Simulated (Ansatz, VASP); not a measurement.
## One calculation of ZnO, two programs

The input POSCAR:

```
ZnO
1.0
    2.6461709623      0.0000000000      0.0000000000
    0.0000000000      2.6461709623      0.0000000000
    0.0000000000      0.0000000000      2.6461709623
Zn O
1 1
Direct
    0.0000000000      0.0000000000      0.0000000000
    0.5000000000      0.5000000000      0.5000000000
```

INCAR.step1

```
SYSTEM = ZnO
  ALGO = Normal
  EDIFF = 1E-5
  ENCUT = 660
  GGA = PE
  GGA_COMPAT = .FALSE.
  ISMEAR = 1
  LASPH = .TRUE.
  LCHARG = .FALSE.
  LREAL = .FALSE.
  LWAVE = .TRUE.
  NBANDS = 16
  NELM = 120
  PREC = Accurate
  SIGMA = 0.001
```

File INCAR.step2:

```
SYSTEM = ZnO
  ALGO = Normal
  EDIFF = 1E-6
  ENCUT = 660
  GGA_COMPAT = .FALSE.
  ISIF = 2
  ISMEAR = 1
  ISTART = 1
  LASPH = .TRUE.
  LCHARG = .TRUE.
  LELF = .TRUE.
  LMIXTAU = .TRUE.
  LREAL = .FALSE.
  LVHAR = .TRUE.
  LWAVE = .FALSE.
  METAGGA = R2SCAN
  NBANDS = 16
  NELM = 120
  PREC = Accurate
  SIGMA = 0.001
```

KPOINTS

```
k-points
0
G
  6 6 6
  0 0 0
```

Input for Ansatz:

```yaml
crystal:
  lattice:
    - [2.6461709623, 0.0, 0.0]
    - [0.0, 2.6461709623, 0.0]
    - [0.0, 0.0, 2.6461709623]
  atoms:
    - { symbol: Zn, position: [0.0, 0.0, 0.0] }
    - { symbol: O, position: [0.5, 0.5, 0.5] }
kpoints:
  mp_grid: { grid: [6, 6, 6] }
hamiltonian:
  xc: r2scan
scf:
  occupations: { method: methfessel_paxton, width: 0.001 }
  n_extra_bands: 4
output:
  forces: true
  stress: true
  eigenvalues: true
```

Alike in both runs: task single point; functional r2SCAN; k mesh 6 × 6 × 6; occupations methfessel-paxton of order 1, width 0.001 eV; no spin polarisation.

|  | VASP | Ansatz |
| --- | --- | --- |
| version | VASP 6.6.1 | Ansatz 0.2.0 |
| potentials or method | VASP PAW PBE potentials, release 64 (Zn, O) | plane waves |
| plane-wave cutoff (eV) | 660 | 500 |
| valence electrons in the cell | 18 | 18 |

```tsv
	VASP	Ansatz	Ansatz less VASP
pressure (GPa)	1.1	0.2	-0.86
```

VASP's potentials were made for PBE, not for r2SCAN.

The k mesh is coarse, so the values compare programs but aren't converged.
